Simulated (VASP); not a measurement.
# Si3C (P1) in VASP: single point with PBEsol

Aim: the single point of Si3C with PBEsol.

All numbers are computed with VASP 6.6.1; they aren't measurements. Logs are shortened: lines on timing, memory, paths and dates and some standing lists are left out, and cuts for length are marked.

### 1 The cell of the first run

The typed cell holds 64 atoms: a = 9.863 Å, b = 9.863 Å, c = 9.863 Å, α = 90.00°, β = 90.00°, γ = 90.00°.

### 2 Single point, PBEsol

INCAR reads:

```
SYSTEM = Si3C
  PREC = Accurate
  ENCUT = 520
  EDIFF = 1E-6
  ISMEAR = -1
  SIGMA = 0.05
  LREAL = Auto
  LASPH = .TRUE.
  NELM = 100
  ALGO = Normal
  ISIF = 2
  LWAVE = .FALSE.
  LCHARG = .FALSE.
  GGA = PS
  ISYM = 0
  NBANDS = 166
```

KPOINTS reads:

```
Automatic mesh
0
Gamma
  1 1 1
  0.25 0.25 0.25
```

POSCAR reads:

```
Si3C
1.0
    9.8629664187      0.0000000000      0.0000000000
    0.0000000000      9.8629664187      0.0000000000
    0.0000000000      0.0000000000      9.8629664187
Si C
48 16
Direct
    0.0243420000      0.9646740000      0.9907060000
    0.9894020000      0.5107750000      0.4677350000
    0.4897190000      0.0079290000      0.9840320000
    0.4698040000      0.5107180000      0.0078850000
    0.4776230000      0.4972460000      0.5045810000
    0.1314340000      0.1233400000      0.1222970000
    0.1855490000      0.1746490000      0.6623550000
    0.0903360000      0.6107610000      0.1214200000
    0.1390450000      0.6449950000      0.6021000000
    0.6176320000      0.1270180000      0.1300590000
    0.6298130000      0.1240770000      0.5878390000
    0.6370820000      0.6013750000      0.1565700000
    0.6369780000      0.6209030000      0.6212370000
    0.2408370000      0.2984950000      0.0071150000
    0.2339080000      0.7374130000      0.9730150000
    0.7630930000      0.2508580000      0.0079860000
    0.7440440000      0.7345850000      0.9997070000
    0.7848580000      0.7453140000      0.4860730000
    0.3543110000      0.8763830000      0.1259120000
    0.3696590000      0.8772520000      0.5944470000
    0.8875660000      0.4113200000      0.1325720000
    0.8710110000      0.3477300000      0.5963650000
    0.8933200000      0.8369490000      0.1427590000
    0.2251730000      0.9977400000      0.2968180000
    0.2341390000      0.9718850000      0.7571270000
    0.2522330000      0.4914540000      0.2422160000
    0.2539630000      0.4956230000      0.7584510000
    0.7518410000      0.9872560000      0.2565060000
    0.7780890000      0.9771880000      0.7010100000
    0.7591240000      0.4786950000      0.7484040000
    0.3776680000      0.1437120000      0.4105370000
    0.3512590000      0.1531970000      0.8586710000
    0.3344510000      0.6582670000      0.3876940000
    0.8865210000      0.1023070000      0.4016640000
    0.8906940000      0.1119090000      0.8654890000
    0.8971870000      0.6078340000      0.8808430000
    0.0041170000      0.2489960000      0.2651520000
    0.0252110000      0.2858620000      0.7769570000
    0.0047850000      0.7676650000      0.7405480000
    0.4821560000      0.2799110000      0.2388360000
    0.4930990000      0.2678820000      0.7155150000
    0.4988320000      0.7535320000      0.2602310000
    0.4735600000      0.7240960000      0.7503290000
    0.1588200000      0.3553190000      0.4016100000
    0.6574940000      0.3774010000      0.3728150000
    0.6091630000      0.3727560000      0.8842990000
    0.6084400000      0.8908290000      0.4062870000
    0.6231170000      0.8692670000      0.8503130000
    0.9940250000      0.9440690000      0.4871150000
    0.0104080000      0.4951790000      0.9904560000
    0.4918070000      0.0114730000      0.5041000000
    0.2858060000      0.2724270000      0.5338760000
    0.2199150000      0.7891260000      0.4888260000
    0.7547420000      0.2330680000      0.4838120000
    0.3670700000      0.3944440000      0.1218520000
    0.3682590000      0.3798860000      0.6208060000
    0.9071840000      0.8673990000      0.5956070000
    0.7705610000      0.5087590000      0.2688560000
    0.3605170000      0.6176380000      0.8745040000
    0.8741960000      0.6144630000      0.3378420000
    0.9547540000      0.6839230000      0.2283690000
    0.1121640000      0.4100140000      0.9014080000
    0.1207580000      0.9007710000      0.4353760000
    0.1257080000      0.8590930000      0.8632690000
```

Potentials or basis: VASP PAW PBE potentials, release 64 (Si, C).

Command:

```bash
$ cat potpaw_PBE.64/Si/POTCAR potpaw_PBE.64/C/POTCAR > POTCAR
$ mpirun -np 1 vasp_std > vasp.out
```

OUTCAR:

```text
SYSTEM = Si3C
   PREC = Accurate
   ENCUT = 520
   EDIFF = 1E-6
   ISMEAR = -1
   LREAL = Auto
   LASPH = .TRUE.
   NELM = 100
   ISIF = 2
   GGA = PS
   ISYM = 0

 ion  position               nearest neighbor table
   1  0.024  0.965  0.991-  64 1.91   6 2.29  35 2.32  23 2.35  15 3.05  25 3.10  39 3.15
   2  0.989  0.511  0.468-  60 1.99  22 2.36  44 2.36   9 2.38  18 3.07
   3  0.490  0.008  0.984-  10 2.25  48 2.31  19 2.33  32 2.33
   4  0.470  0.511  0.008-  55 1.90  59 2.00  46 2.29  12 2.38  14 3.08
   5  0.478  0.497  0.505-  56 1.95  13 2.30  33 2.42  45 2.50  41 3.08
   6  0.131  0.123  0.122-  37 2.26   1 2.29  24 2.31  14 2.33
   7  0.186  0.175  0.662-  52 1.87  38 2.23  25 2.26  32 2.54  31 3.14  44 3.14
   8  0.090  0.611  0.121-  61 1.85  50 1.89  26 2.31  15 2.39  21 2.81  23 2.97  36 3.04
   9  0.139  0.645  0.602-  53 1.98  39 2.25   2 2.38  27 2.42  33 2.86
  10  0.618  0.127  0.130-  16 2.24   3 2.25  28 2.28  40 2.28
  11  0.630  0.124  0.588-  54 1.93  51 1.94  41 2.33  29 2.34  47 2.92  31 3.05  34 3.14
  12  0.637  0.601  0.157-  58 1.95  42 2.27  17 2.29   4 2.38  45 3.08  21 3.11
  13  0.637  0.621  0.621-  30 2.23  43 2.29   5 2.30  18 2.33
  14  0.241  0.298  0.007-  55 1.93  62 1.98  32 2.32   6 2.33  26 3.00   4 3.08  38 3.11  27 3.13

  15  0.234  0.737  0.973-  64 1.94  59 1.97  19 2.36   8 2.39   1 3.05  25 3.14
  16  0.763  0.251  0.008-  10 2.24  46 2.29  35 2.33  21 2.35
  17  0.744  0.735  1.000-  23 2.28  36 2.28  12 2.29  48 2.31
  18  0.785  0.745  0.486-  57 2.02  60 2.14  13 2.33  47 2.39   2 3.07  29 3.12
  19  0.354  0.876  0.126-  42 2.29   3 2.33  15 2.36  24 2.43
  20  0.370  0.877  0.594-  51 2.00  53 2.01  25 2.29  43 2.39  33 2.99  47 3.00
  21  0.888  0.411  0.133-  58 2.02  50 2.03  16 2.35  37 2.37   8 2.81  12 3.11
  22  0.871  0.348  0.596-  54 1.96  30 2.27   2 2.36  38 2.42  45 3.06  34 3.09
  23  0.893  0.837  0.143-  61 1.83  17 2.28  28 2.32   1 2.35   8 2.97
  24  0.225  0.998  0.297-  63 1.96   6 2.31  31 2.36  19 2.43
  25  0.234  0.972  0.757-  64 1.86   7 2.26  20 2.29  32 2.35  39 3.03   1 3.10  15 3.14
  26  0.252  0.491  0.242-  55 1.90  44 2.26   8 2.31  33 2.33  14 3.00  40 3.08
  27  0.254  0.496  0.758-  59 1.97  56 2.10  62 2.16   9 2.42  38 3.07  43 3.13  14 3.13
  28  0.752  0.987  0.257-  47 2.26  34 2.26  10 2.28  23 2.32
  29  0.778  0.977  0.701-  57 1.97  11 2.34  35 2.37  48 2.37  39 3.07  18 3.12
  30  0.759  0.479  0.748-  13 2.23  46 2.25  22 2.27  36 2.28
[... 20 lines left out ...]
  51  0.492  0.011  0.504-  47 1.92  11 1.94  31 1.95  20 2.00
  52  0.286  0.272  0.534-  56 1.59   7 1.87  31 1.98  44 1.98
  53  0.220  0.789  0.489-  63 1.56   9 1.98  33 1.98  20 2.01
  54  0.755  0.233  0.484-  11 1.93  22 1.96  34 2.00  45 2.04
  55  0.367  0.394  0.122-   4 1.90  26 1.90  14 1.93  40 1.97
  56  0.368  0.380  0.621-  52 1.59  41 1.90   5 1.95  27 2.10
  57  0.907  0.867  0.596-  49 1.57  29 1.97  39 1.98  18 2.02
  58  0.771  0.509  0.269-  60 1.61  12 1.95  45 1.99  21 2.02
  59  0.361  0.618  0.875-  43 1.96  27 1.97  15 1.97   4 2.00
  60  0.874  0.614  0.338-  61 1.51  58 1.61   2 1.99  18 2.14
  61  0.955  0.684  0.228-  60 1.51  23 1.83   8 1.85
  62  0.112  0.410  0.901-  50 1.58  38 1.93  14 1.98  27 2.16
  63  0.121  0.901  0.435-  49 1.42  53 1.56  24 1.96
  64  0.126  0.859  0.863-  25 1.86   1 1.91  39 1.92  15 1.94

IMPORTANT INFORMATION: All symmetrisations will be switched off!
NOSYMM: (Re-)initialisation of all symmetry stuff for point group C_1.

----------------------------------------------------------------------------------------

                                     Primitive cell

  volume of cell :     959.4507

  direct lattice vectors                    reciprocal lattice vectors
     9.862966419  0.000000000  0.000000000     0.101389375  0.000000000  0.000000000
     0.000000000  9.862966419  0.000000000     0.000000000  0.101389375  0.000000000
     0.000000000  0.000000000  9.862966419     0.000000000  0.000000000  0.101389375

  length of vectors
     9.862966419  9.862966419  9.862966419     0.101389375  0.101389375  0.101389375

  position of ions in fractional coordinates (direct lattice)
     0.024342000  0.964674000  0.990706000
     0.989402000  0.510775000  0.467735000
     0.489719000  0.007929000  0.984032000
     0.469804000  0.510718000  0.007885000
     0.477623000  0.497246000  0.504581000
     0.131434000  0.123340000  0.122297000
[... 56 lines left out ...]
     0.120758000  0.900771000  0.435376000
     0.125708000  0.859093000  0.863269000

  ion indices of the primitive-cell ions
   primitive index   ion index
[... 81 lines left out ...]
     0.101389375  0.101389375  0.101389375

  Shift w.r.t. Gamma in fractional coordinates (k-lattice)
     0.250000000  0.250000000  0.250000000

 Subroutine IBZKPT returns following result:
 ===========================================

 Found      4 irreducible k-points:

 Following reciprocal coordinates:
            Coordinates               Weight
  0.250000  0.250000  0.250000      2.000000
 -0.250000  0.250000  0.250000      2.000000
 -0.250000 -0.250000  0.250000      2.000000
  0.250000 -0.250000  0.250000      2.000000
   k-points           NKPTS =      4   k-points in BZ     NKDIM =      4   number of bands    NBANDS=    166
   number of dos      NEDOS =    301   number of ions     NIONS =     64
   total plane-waves  NPLWV = 512000
   dimension x,y,z NGX =    80 NGY =   80 NGZ =   80
   dimension x,y,z NGXF=   160 NGYF=  160 NGZF=  160
   ions per type =              48  16
   NGX,Y,Z   is equivalent  to a cutoff of  13.48, 13.48, 13.48 a.u.
   NGXF,Y,Z  is equivalent  to a cutoff of  26.97, 26.97, 26.97 a.u.
 SYSTEM =  Si3C
   PREC   = accura    normal or accurate (medium, high low for compatibility)
   ISTART =      0    job   : 0-new  1-cont  2-samecut
   ICHARG =      2    charge: 1-file 2-atom 10-const
   ISPIN  =      1    spin polarized calculation?
   LNONCOLLINEAR =      F non collinear calculations
   LSORBIT =      F    spin-orbit coupling
   LASPH  =      T    aspherical Exc in radial PAW
   ENCUT  =  520.0 eV  38.22 Ry    6.18 a.u.  18.34 18.34 18.34*2*pi/ulx,y,z
   NELM   =    100;   NELMIN=  2; NELMDL= -5     # of ELM steps
   EDIFF  = 0.1E-05   stopping-criterion for ELM
   LREAL  =      T    real-space projection
   EDIFFG = 0.1E-04   stopping-criterion for IOM
   NSW    =      0    number of steps for IOM
   IBRION =     -1    ionic relax: 0-MD 1-quasi-New 2-CG
   NFREE  =      0    steps in history (QN), initial steepest desc. (CG)
   ISIF   =      2    stress and relaxation
   ISYM   =      0    0-nonsym 1-usesym 2-fastsym
   POTIM  = 0.5000    time-step for ionic-motion
   TEBEG  =    0.0;   TEEND  =   0.0 temperature during run
   PSTRESS=    0.0 pullay stress
   NELECT =     256.0000    total number of electrons
   NUPDOWN=      -1.0000    fix difference up-down
   EMIN   =  10.00;   EMAX   =-10.00  energy-range for DOS
   EFERMI =   0.00;   METHOD = LEGACY
   ISMEAR =    -1;   SIGMA  =   0.05  broadening in eV -4-tet -1-fermi 0-gaus
   EFERMI_NEDOS =   21; number of points for ismear=-14 and -15
   IALGO  =     38    algorithm
   IMIX   =      4    mixing-type and parameters
     AMIX     =   0.40;   BMIX     =  1.00
     AMIX_MAG =   1.60;   BMIX_MAG =  1.00
  volume/ion in A,a.u.               =      14.99       101.17
  Fermi-wavevector in a.u.,A,eV,Ry     =   1.053935  1.991649 15.113073  1.110780
  Thomas-Fermi vector in A             =   2.189076
   LORBIT       =      0    0 simple, 1 ext, 2 COOP (PROOUT), +10 PAW based schemes
   GGA     = PS    functional components
   LHFCALC =     F    Hartree Fock is set to
   AEXX    =    0.0000 exact exchange contribution
   IVDW    =     0    specifies the selected vdW correction
   LEPSILON=     F    determine dielectric tensor
   LRPA    =     F    only Hartree local field effects (RPA)
 non-spin polarized calculation
  energy-cutoff  :      520.00
  volume of cell :      959.45
 maximum number of plane-waves:     25839
 NGX is ok and might be reduce to    80
   NGX = 37   NGY = 37   NGZ = 37

 number of electron     256.0000000 magnetization

 Free energy of the ion-electron system (eV)
  ---------------------------------------------------
  ext. energy  EPLUGINS =         0.00000000
  ---------------------------------------------------
  free energy    TOTEN  =      -410.57411064 eV

  energy without entropy =     -410.49806570  energy(sigma->0) =     -410.53608817

 E-fermi :   7.4733     XC(G=0): -10.3738

 val. band max:        7.4162330617   @ k =   0.2500  -0.2500   0.2500
 cond. band min:       7.5384053807   @ k =  -0.2500   0.2500   0.2500
 fundamental gap:      0.1221723191
 Fermi energy:         7.4732866620

 k-point     1 :       0.2500    0.2500    0.2500
  band No.  band energies     occupation
      1      -8.4802      2.00000
      2      -8.1196      2.00000
      3      -7.8610      2.00000
      4      -7.4448      2.00000
      5      -6.7822      2.00000
      6      -6.6139      2.00000
[... 561 lines left out ...]
    139       8.7783      0.00000
    140       8.8314      0.00000
 [bands above 140 left out]

------------------------ aborting loop because EDIFF is reached ----------------------------------------

  FORCE on cell =-STRESS in cart. coord.  units (eV):
  Direction    XX          YY          ZZ          XY          YZ          ZX
  --------------------------------------------------------------------------------------
  -------------------------------------------------------------------------------------
  Total       -4.7983589      8.3438563     -0.6472811     14.2728542     11.9725414      1.3183531
  in kB       -8.0127325     13.9333240     -1.0808884     23.8340995     19.9928296      2.2015050
  external PRESSURE =       1.6132343 kB  Pullay stress =       0.0000000 kB

 VOLUME and BASIS-vectors are now :
 -----------------------------------------------------------------------------
  energy-cutoff  :      520.00
  volume of cell :      959.45
      direct lattice vectors                 reciprocal lattice vectors
     9.862966419  0.000000000  0.000000000     0.101389375  0.000000000  0.000000000
     0.000000000  9.862966419  0.000000000     0.000000000  0.101389375  0.000000000
     0.000000000  0.000000000  9.862966419     0.000000000  0.000000000  0.101389375

 POSITION                                       TOTAL-FORCE (eV/Angst)
 -----------------------------------------------------------------------------------
      0.24008      9.51455      9.77130        -0.002236     -0.084381     -0.001285
      9.75844      5.03776      4.61325         0.057922      0.171907      0.101358
      4.83008      0.07820      9.70547        -0.182775     -0.027416     -0.027187
      4.63366      5.03719      0.07777         0.070551      0.017834      0.060980
      4.71078      4.90432      4.97667        -0.055792      0.032772      0.053546
      1.29633      1.21650      1.20621         0.139468     -0.055230     -0.010786
[... 56 lines left out ...]
      1.19103      8.88427      4.29410         0.011999     -0.077069     -0.013186
      1.23985      8.47321      8.51439        -0.028501      0.151352     -0.021648
 -----------------------------------------------------------------------------------
    total drift:                                0.029093     -0.001179      0.015537

  FREE ENERGIE OF THE ION-ELECTRON SYSTEM (eV)
  ---------------------------------------------------
  free  energy   TOTEN  =      -410.5741106403 eV

  energy  without entropy=     -410.4980657011  energy(sigma->0) =     -410.53608817
```

It took 33 min on 1 thread of Oxide Virtual Turin-like, shared host; peak memory 1.1 GiB.

Results:

- Free energy: -410.5741 eV
- Pressure: 0.2 GPa
- Largest force: 0.378 eV/Å
- Band gap on the k mesh: 0.12 eV, indirect (least direct gap 0.17 eV)

Forces on the atoms (eV/Å):
```
Si  -0.002 -0.084 -0.001
Si   0.058  0.172  0.101
Si  -0.183 -0.027 -0.027
Si   0.071  0.018  0.061
Si  -0.056  0.033  0.054
Si   0.139 -0.055 -0.011
Si  -0.187 -0.275 -0.180
Si   0.005  0.048 -0.099
Si  -0.061 -0.032 -0.103
Si   0.003  0.064  0.075
Si  -0.087  0.032  0.130
Si  -0.133 -0.034 -0.006
Si  -0.051  0.009  0.085
Si   0.026 -0.008  0.033
Si  -0.030  0.118  0.149
Si  -0.035  0.112 -0.036
Si  -0.091  0.035 -0.108
Si   0.038  0.020 -0.093
Si  -0.054 -0.031  0.028
Si  -0.004 -0.012  0.000
Si  -0.098 -0.111  0.015
Si  -0.075  0.007  0.014
Si   0.119  0.097  0.049
Si  -0.042  0.078  0.112
Si  -0.015  0.126 -0.011
Si   0.001  0.190  0.044
Si  -0.008  0.080 -0.010
Si   0.013 -0.018 -0.083
Si   0.043  0.124 -0.004
Si  -0.062  0.019  0.026
Si  -0.130 -0.079  0.072
Si   0.111 -0.025  0.107
Si  -0.064 -0.094 -0.011
Si   0.056  0.070  0.144
Si   0.020 -0.042 -0.121
Si   0.072 -0.091 -0.129
Si   0.053 -0.079  0.037
Si  -0.202 -0.029 -0.038
Si  -0.021 -0.007 -0.062
Si   0.029  0.012 -0.163
Si   0.072 -0.021  0.074
Si  -0.010 -0.056 -0.011
Si  -0.092  0.046 -0.037
Si   0.080 -0.139  0.064
Si   0.035 -0.049 -0.149
Si   0.060  0.006 -0.144
Si   0.061 -0.051 -0.029
Si   0.033 -0.047  0.019
C    0.146 -0.097  0.043
C    0.144 -0.056 -0.090
C    0.077 -0.064 -0.057
C   -0.092  0.176 -0.241
C    0.016  0.162  0.047
C    0.083  0.047  0.108
C   -0.055 -0.105 -0.008
C    0.057 -0.049  0.142
C    0.035  0.012  0.012
C    0.035 -0.004 -0.095
C    0.086 -0.096  0.015
C   -0.011 -0.073  0.094
C    0.086  0.112  0.166
C    0.007 -0.058  0.071
C    0.012 -0.077 -0.013
C   -0.029  0.151 -0.022
```

Stress tensor (GPa, compression positive):
```
-0.80  2.38  0.22
 2.38  1.39  2.00
 0.22  2.00 -0.11
```

Levels at points of the mesh, in eV from the valence-band top:
| k point | band 126 | band 127 | band 128 | band 129 | band 130 | band 131 |
| --- | --- | --- | --- | --- | --- | --- |
| (0.25, 0.25, 0.25) | -0.53 | -0.39 | -0.25 | 0.18 | 0.21 | 0.38 |

Caveat: the k points lie up to 0.64 Å⁻¹ apart; the PAW data sets were made with another functional, which shifts forces and pressure a little. A k mesh can miss the band edges.
